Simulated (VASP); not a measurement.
# TaN (P-62m) in VASP: further runs

Runs on TaN. Level: r2SCAN+D3(BJ). Tasks: single point.

Program: VASP 6.6.1. These are calculated values, not measurements. Logs are shortened: lines on timing, memory, paths and dates and some standing lists are left out, and cuts for length are marked.

## 1. The cell of the first run

It takes space group P-62m (No. 189, hexagonal). The conventional cell has a = 5.331 Å, b = 5.331 Å, c = 2.987 Å, α = 90.00°, β = 90.00°, γ = 120.00°. Ta (site symmetry -6) has 6 N at 2.22 Å and 5 Ta at 2.99 to 3.08 Å within 3.1 Å. Ta (site symmetry -62m) has 3 N at 2.09 Å within 2.8 Å. N (site symmetry m2m) has 5 Ta at 2.09 to 2.22 Å and 6 N at 2.84 to 2.99 Å within 3.0 Å.

## 2. Single point, r2SCAN+D3(BJ)

The input, POSCAR:

```
TaN
1.0
    5.3310210114      0.0000000000      0.0000000000
   -2.6655105057      4.6167996259      0.0000000000
    0.0000000000      0.0000000000      2.9866439885
Ta N
3 3
Direct
    0.3333333333      0.6666666667      0.5000000000
    0.6666666667      0.3333333333      0.5000000000
    0.0000000000      0.0000000000      0.0000000000
    0.3928500000      0.0000000000      0.0000000000
    0.6071500000      0.6071500000      0.0000000000
    0.0000000000      0.3928500000      0.0000000000
```

The input, INCAR.step1:

```
ALGO     = Normal         # electronic algorithm
EDIFF    = 1E-4           # SCF threshold, eV
ENCUT    = 520            # plane-wave cutoff, eV
GGA      = PE             # functional
ISMEAR   = -1             # smearing method
LASPH    = True           # aspherical terms in the spheres
LCHARG   = False          # write CHGCAR
LREAL    = False          # projectors in reciprocal space
LWAVE    = True           # write WAVECAR
NBANDS   = 33             # bands
NELM     = 80             # most SCF steps
PREC     = Accurate       # precision mode
SIGMA    = 0.1            # smearing width, eV
```

The input, INCAR.step2:

```
ALGO     = Normal         # electronic algorithm
EDIFF    = 1E-6           # SCF threshold, eV
ENCUT    = 520            # plane-wave cutoff, eV
ISIF     = 2              # what is computed and relaxed
ISMEAR   = -1             # smearing method
ISTART   = 1            
IVDW     = 12             # dispersion correction
LASPH    = True           # aspherical terms in the spheres
LCHARG   = True           # write CHGCAR
LELF     = True           # ELF
LMIXTAU  = True         
LREAL    = False          # projectors in reciprocal space
LVHAR    = True         
LWAVE    = False          # write WAVECAR
METAGGA  = R2SCAN         # meta-GGA
NBANDS   = 33             # bands
NELM     = 80             # most SCF steps
PREC     = Accurate       # precision mode
SIGMA    = 0.1            # smearing width, eV
VDW_A1   = 0.49484001   
VDW_A2   = 5.73083694   
VDW_S6   = 1.0          
VDW_S8   = 0.78981345
```

The input, KPOINTS:

```
k-points
0
Gamma
  5 5 8
```

Potentials or basis: VASP PAW PBE potentials, release 64 (Ta_pv, N).

Command:

```sh
$ cat potpaw_PBE.64/Ta_pv/POTCAR potpaw_PBE.64/N/POTCAR > POTCAR
$ cp INCAR.step1 INCAR
$ mpirun -np 1 vasp_std > vasp.out
$ cp INCAR.step2 INCAR
$ mpirun -np 1 vasp_std > vasp.out
```

OUTCAR:

```text
EDIFF = 1E-6
   ENCUT = 520
   ISIF = 2
   ISMEAR = -1
   ISTART = 1
   IVDW = 12
   LASPH = True
   LREAL = False
   METAGGA = R2SCAN
   NELM = 80
   PREC = Accurate
 IVDW          = 12

 ion  position               nearest neighbor table
   1  0.333  0.667  0.500-   5 2.22   5 2.22   6 2.22   6 2.22   4 2.22   4 2.22   2 3.08   2 3.08
                             2 3.08   3 3.42   3 3.42   3 3.42   3 3.42   3 3.42   3 3.42
   2  0.667  0.333  0.500-   6 2.22   6 2.22   4 2.22   4 2.22   5 2.22   5 2.22   1 3.08   1 3.08
                             1 3.08   3 3.42   3 3.42   3 3.42   3 3.42   3 3.42   3 3.42
   3  0.000  0.000  0.000-   4 2.09   5 2.09   6 2.09   2 3.42   1 3.42   1 3.42   2 3.42   2 3.42
                             2 3.42   1 3.42   1 3.42   2 3.42   2 3.42   1 3.42   1 3.42
   4  0.393  0.000  0.000-   3 2.09   1 2.22   1 2.22   2 2.22   2 2.22
   5  0.607  0.607  0.000-   3 2.09   1 2.22   1 2.22   2 2.22   2 2.22
   6  0.000  0.393  0.000-   3 2.09   2 2.22   2 2.22   1 2.22   1 2.22

  LATTYP: Found a hexagonal cell.
 ALAT       =     5.3310210114
 C/A-ratio  =     0.5602386451

  Lattice vectors:

 A1 = (   5.3310210114,   0.0000000000,   0.0000000000)
 A2 = (  -2.6655105057,   4.6167996259,   0.0000000000)
 A3 = (   0.0000000000,   0.0000000000,   2.9866439885)

Analysis of symmetry for initial positions (statically):
=====================================================================
 Subroutine PRICEL returns:
 Original cell was already a primitive cell.

 Routine SETGRP: Setting up the symmetry group for a
 hexagonal supercell.

 Subroutine GETGRP returns: Found 12 space group operations
 (whereof 12 operations were pure point group operations)
 out of a pool of 24 trial point group operations.

The static configuration has the point symmetry D_3h.

Analysis of symmetry for dynamics (positions and initial velocities):
=====================================================================
 Subroutine PRICEL returns:
 Original cell was already a primitive cell.

 Routine SETGRP: Setting up the symmetry group for a
 hexagonal supercell.

 Subroutine GETGRP returns: Found 12 space group operations
 (whereof 12 operations were pure point group operations)
 out of a pool of 24 trial point group operations.

The dynamic configuration has the point symmetry D_3h.

 Subroutine INISYM returns: Found 12 space group operations
 (whereof 12 operations are pure point group operations),
 and found     1 'primitive' translations

----------------------------------------------------------------------------------------

[... 104 lines left out ...]
   NFREE  =      0    steps in history (QN), initial steepest desc. (CG)
   ISIF   =      2    stress and relaxation
   ISYM   =      2    0-nonsym 1-usesym 2-fastsym
   POTIM  = 0.5000    time-step for ionic-motion
   TEBEG  =    0.0;   TEEND  =   0.0 temperature during run
   PSTRESS=    0.0 pullay stress
   NELECT =      48.0000    total number of electrons
   NUPDOWN=      -1.0000    fix difference up-down
   EMIN   =  10.00;   EMAX   =-10.00  energy-range for DOS
   EFERMI =   0.00;   METHOD = LEGACY
   ISMEAR =    -1;   SIGMA  =   0.10  broadening in eV -4-tet -1-fermi 0-gaus
   EFERMI_NEDOS =   21; number of points for ismear=-14 and -15
   IALGO  =     38    algorithm
   IMIX   =      4    mixing-type and parameters
     AMIX     =   0.40;   BMIX     =  1.00
     AMIX_MAG =   1.60;   BMIX_MAG =  1.00
  volume/ion in A,a.u.               =      12.25        82.68
  Fermi-wavevector in a.u.,A,eV,Ry     =   1.420290  2.683958 27.445985  2.017223
  Thomas-Fermi vector in A             =   2.541221
   LORBIT       =      0    0 simple, 1 ext, 2 COOP (PROOUT), +10 PAW based schemes
   METAGGA = R2SCAN    functional components
   LHFCALC =     F    Hartree Fock is set to
   AEXX    =    0.0000 exact exchange contribution
   IVDW    =    12    specifies the selected vdW correction
   LEPSILON=     F    determine dielectric tensor
   LRPA    =     F    only Hartree local field effects (RPA)
 non-spin polarized calculation
  energy-cutoff  :      520.00
  volume of cell :       73.51
 maximum number of plane-waves:      2003
 NGX is ok and might be reduce to    40
   NGX = 19   NGY = 19   NGZ = 11

 number of electron      47.9999999 magnetization

 Free energy of the ion-electron system (eV)
  ---------------------------------------------------
  ext. energy  EPLUGINS =         0.00000000
  ---------------------------------------------------
  free energy    TOTEN  =      -180.97781368 eV

  energy without entropy =     -180.94996488  energy(sigma->0) =     -180.96388928

 E-fermi :   7.6150     XC(G=0): -13.5220

 val. band max:        7.4702559344   @ k =   0.2000   0.0000   0.1250
 cond. band min:       7.7148799872   @ k =   0.2000   0.0000   0.3750
 fundamental gap:      0.2446240528
 Fermi energy:         7.6150285490

 k-point     1 :       0.0000    0.0000    0.0000
  band No.  band energies     occupation
      1     -30.1171      2.00000
      2     -30.1171      2.00000
      3     -29.8233      2.00000
      4     -29.8233      2.00000
      5     -29.6931      2.00000
      6     -29.6121      2.00000
[... 853 lines left out ...]
     32      12.0525      0.00000
     33      12.4896      0.00000

 [... further k-points ...]

------------------------ aborting loop because EDIFF is reached ----------------------------------------

 Edisp (eV)   -1.16039

 E8    (eV) :    -0.4307

  FORCE on cell =-STRESS in cart. coord.  units (eV):
  Direction    XX          YY          ZZ          XY          YZ          ZX
  --------------------------------------------------------------------------------------
  -------------------------------------------------------------------------------------
  Total     -10.19577   -10.19577   -11.18271     0.00000     0.00000     0.00000
  in kB    -222.22638  -222.22638  -243.73772     0.00000     0.00000     0.00000
  external pressure =     -229.40 kB  Pullay stress =        0.00 kB

 VOLUME and BASIS-vectors are now :
 -----------------------------------------------------------------------------
  energy-cutoff  :      520.00
  volume of cell :       73.51
      direct lattice vectors                 reciprocal lattice vectors
     5.331021011  0.000000000  0.000000000     0.187581328  0.108300130  0.000000000
    -2.665510506  4.616799626  0.000000000     0.000000000  0.216600260  0.000000000
     0.000000000  0.000000000  2.986643989     0.000000000  0.000000000  0.334823971

 POSITION                                       TOTAL-FORCE (eV/Angst)
 -----------------------------------------------------------------------------------
     -0.00000      3.07787      1.49332        -0.000000      0.000000      0.000000
      2.66551      1.53893      1.49332        -0.000000      0.000000      0.000000
      0.00000      0.00000      0.00000        -0.000000     -0.000000      0.000000
      2.09429      0.00000      0.00000        -0.371302     -0.000000      0.000000
      1.61836      2.80309      0.00000         0.185651      0.321557      0.000000
     -1.04715      1.81371      0.00000         0.185651     -0.321557     -0.000000
 -----------------------------------------------------------------------------------
    total drift:                                0.000005      0.000008      0.000001

  FREE ENERGIE OF THE ION-ELECTRON SYSTEM (eV)
  ---------------------------------------------------
  free  energy   TOTEN  =      -182.1382009059 eV

  energy  without entropy=     -182.1103521102  energy(sigma->0) =     -182.12427651
```

OUTCAR.step1:

```text
EDIFF = 1E-4
   ENCUT = 520
   GGA = PE
   ISMEAR = -1
   LASPH = True
   LREAL = False
[... 1102 lines left out ...]
      2.09429      0.00000      0.00000        -0.286572      0.000000      0.000000
      1.61836      2.80309      0.00000         0.143286      0.248179      0.000000
     -1.04715      1.81371      0.00000         0.143286     -0.248179      0.000000
 -----------------------------------------------------------------------------------
    total drift:                               -0.000001     -0.000003      0.000001

  FREE ENERGIE OF THE ION-ELECTRON SYSTEM (eV)
  ---------------------------------------------------
  free  energy   TOTEN  =       -67.2817674630 eV

  energy  without entropy=      -67.2532402331  energy(sigma->0) =      -67.26750385
```

OSZICAR.step1:

```text
N       E                     dE             d eps       ncg     rms          rms(c)
DAV:   1     0.439390199424E+03    0.43939E+03   -0.25852E+04  1650   0.150E+03
DAV:   2    -0.480372523509E+02   -0.48743E+03   -0.46372E+03  1897   0.440E+02
DAV:   3    -0.767422926865E+02   -0.28705E+02   -0.28198E+02  2022   0.103E+02
DAV:   4    -0.773815631921E+02   -0.63927E+00   -0.63482E+00  2091   0.150E+01
DAV:   5    -0.773986088066E+02   -0.17046E-01   -0.17032E-01  2132   0.191E+00    0.375E+01
DAV:   6    -0.676565798085E+02    0.97420E+01   -0.54328E+01  2156   0.374E+01    0.152E+01
DAV:   7    -0.673626182788E+02    0.29396E+00   -0.27403E+00  2003   0.863E+00    0.943E+00
DAV:   8    -0.673052112187E+02    0.57407E-01   -0.54583E-01  2037   0.425E+00    0.118E+00
DAV:   9    -0.672826975320E+02    0.22514E-01   -0.61521E-02  2078   0.150E+00    0.429E-01
DAV:  10    -0.672819567986E+02    0.74073E-03   -0.16959E-02  2121   0.608E-01    0.217E-01
DAV:  11    -0.672818645918E+02    0.92207E-04   -0.36949E-03  2133   0.351E-01    0.679E-02
DAV:  12    -0.672817674630E+02    0.97129E-04   -0.42699E-04  1648   0.112E-01
   1 F= -.67281767E+02 E0= -.67267504E+02  d E =-.285272E-01
```

It took 2.7 min on 1 thread of AMD EPYC 9R45 (Zen 5), shared host; peak memory 0.2 GiB.

What came out:

```
Free energy                : -182.1382 eV
Pressure                   : -22.9 GPa
Largest force              : 0.371 eV/Å
Band gap on the k mesh     : zero (bands 24 and 25 overlap by 2.98 eV)
Dispersion energy per atom : -0.193 eV
```

Forces in eV/Å, atoms in the order of the input:
```
Ta   0.000  0.000  0.000
Ta   0.000  0.000  0.000
Ta   0.000  0.000  0.000
N   -0.371  0.000  0.000
N    0.186  0.322  0.000
N    0.186 -0.322  0.000
```

Levels at points of the mesh, in eV from the Fermi level:
```csv
k point,band 22,band 23,band 24,band 25,band 26,band 27
"(0.00, 0.00, 0.00)",-3.52,-1.98,-0.96,-0.96,0.59,0.59
"(0.00, 0.00, 0.50)",-2.87,-2.87,1.69,1.71,1.71,2.06
```

Caveat: three body term missing; the cell stands under tension; the PAW data sets were made with another functional, which shifts forces and pressure a little; spin-orbit coupling is left out, which moves the levels of the heavy elements.

## 3. Single point, r2SCAN+D3(BJ)

This run uses another cell than the first one, of 12.71 Å³/atom.

POSCAR: that of step 2 with these lines changed.

```diff
@@ -2,5 +2,5 @@
 1.0
-    5.3310210114      0.0000000000      0.0000000000
-   -2.6655105057      4.6167996259      0.0000000000
-    0.0000000000      0.0000000000      2.9866439885
+    5.3960398706      0.0000000000      0.0000000000
+   -2.6980199353      4.6731076098      0.0000000000
+    0.0000000000      0.0000000000      3.0230700661
 Ta N
```

The input, INCAR.step1:

```
SYSTEM = TaN
PREC     = Accurate       ! precision mode
ENCUT    = 520            ! plane-wave cutoff, eV
ISMEAR   = -1             ! smearing method
SIGMA    = 0.1            ! smearing width, eV
LREAL    = .False.        ! projectors in reciprocal space
LASPH    = .True.         ! aspherical terms in the spheres
NELM     = 100            ! most SCF steps
NBANDS   = 33             ! bands
GGA      = PE             ! functional
ALGO     = Normal         ! electronic algorithm
EDIFF    = 1E-4           ! SCF threshold, eV
LWAVE    = .True.         ! write WAVECAR
LCHARG   = .False.        ! write CHGCAR
```

The input, INCAR.step2:

```
SYSTEM = TaN
PREC     = Accurate       ! precision mode
ENCUT    = 520            ! plane-wave cutoff, eV
EDIFF    = 1E-6           ! SCF threshold, eV
ISMEAR   = -1             ! smearing method
SIGMA    = 0.1            ! smearing width, eV
LREAL    = .False.        ! projectors in reciprocal space
LASPH    = .True.         ! aspherical terms in the spheres
NELM     = 100            ! most SCF steps
ALGO     = Normal         ! electronic algorithm
ISIF     = 2              ! what is computed and relaxed
LWAVE    = .False.        ! write WAVECAR
LCHARG   = .True.         ! write CHGCAR
METAGGA  = R2SCAN         ! meta-GGA
LMIXTAU  = .True.       
IVDW     = 12             ! dispersion correction
VDW_S6   = 1.0          
VDW_S8   = 0.78981345   
VDW_A1   = 0.49484001   
VDW_A2   = 5.73083694   
LELF     = .True.         ! ELF
LVHAR    = .True.       
NBANDS   = 33             ! bands
ISTART   = 1
```

The input, KPOINTS:

```
Automatic mesh
0
Gamma
  5 5 8
  0 0 0
```

Potentials or basis: VASP PAW PBE potentials, release 64 (Ta_pv, N).

Command:

```sh
$ cat potpaw_PBE.64/Ta_pv/POTCAR potpaw_PBE.64/N/POTCAR > POTCAR
$ cp INCAR.step1 INCAR
$ mpirun -np 1 vasp_std > vasp.out
$ cp INCAR.step2 INCAR
$ mpirun -np 1 vasp_std > vasp.out
```

It took 2.8 min on 1 thread of AMD EPYC 9R45 (Zen 5), shared host; peak memory 0.2 GiB.

It converged, with:

```yaml
Free_energy: -181.6814 eV
Pressure: -30.8 GPa
Largest_force: 0.500 eV/Å
Band_gap_on_the_k_mesh: zero (bands 24 and 25 overlap by 2.87 eV)
Dispersion_energy_per_atom: -0.186 eV
```

Forces in eV/Å, atoms in the order of the input:
```
Ta   0.000  0.000  0.000
Ta   0.000  0.000  0.000
Ta   0.000  0.000  0.000
N   -0.500  0.000  0.000
N    0.250  0.433  0.000
N    0.250 -0.433  0.000
```

Stress tensor (GPa, compression positive):
```
-30.02   0.00   0.00
  0.00 -30.02   0.00
  0.00   0.00 -32.51
```

Levels at points of the mesh, in eV from the Fermi level:
```tsv
k point	band 21	band 22	band 23	band 24	band 25	band 26	band 27	band 28
(0.00, 0.00, 0.00)	-4.26	-3.43	-1.91	-0.90	-0.90	0.59	0.59	1.54
(0.00, 0.00, 0.50)	-4.40	-2.74	-2.74	1.62	1.63	1.63	1.95	1.95
```

Caveat: three body term missing; the cell stands under tension; the PAW data sets were made with another functional, which shifts forces and pressure a little; spin-orbit coupling is left out, which moves the levels of the heavy elements.
